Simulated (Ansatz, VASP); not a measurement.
## Two plane-wave programs on TiSn3O8

```
CELL_PARAMETERS angstrom
3.37566 -3.38170 0.00000
3.37566 3.38170 0.00000
0.00000 0.00000 6.36027
ATOMIC_POSITIONS crystal
Ti 0.00000 0.00000 0.50000
Sn 0.50000 0.50000 0.74529
Sn 0.50000 0.50000 0.25471
Sn 0.00000 0.00000 0.00000
O 0.30618 0.30618 0.00000
O 0.29697 0.29697 0.50000
O 0.18961 0.81039 0.73836
O 0.18961 0.81039 0.26164
O 0.81039 0.18961 0.73836
O 0.81039 0.18961 0.26164
O 0.69382 0.69382 0.00000
O 0.70303 0.70303 0.50000
```

Alike in both runs: functional PBE; k mesh 6 × 6 × 4; occupations gaussian, width 0.02 eV; no spin polarisation.

Ansatz relaxed the structure, and its values are those at the end. VASP's run is a single point on that final structure, the one shown.

|  | VASP | Ansatz |
| --- | --- | --- |
| version | VASP 6.6.1 | Ansatz 0.2.0 |
| potentials or method | VASP PAW PBE potentials, release 64 (Ti_sv, Sn_d, O), cutoff 520 eV | scalar-relativistic, plane waves, PAW |
| valence electrons in the cell | 102 | 102 |

|  | VASP | Ansatz | Ansatz less VASP |
| --- | --- | --- | --- |
| gap on the k mesh at the Fermi level (eV) | 1.74 | 1.76 | +0.022 |
| least direct gap on the mesh (eV) | 1.85 | 1.86 | +0.014 |
| pressure (GPa) | 0.6 | 0.0 | -0.61 |
| rms of the force components (eV/Å) | 0.011 | 0.004 | -0.0071 |
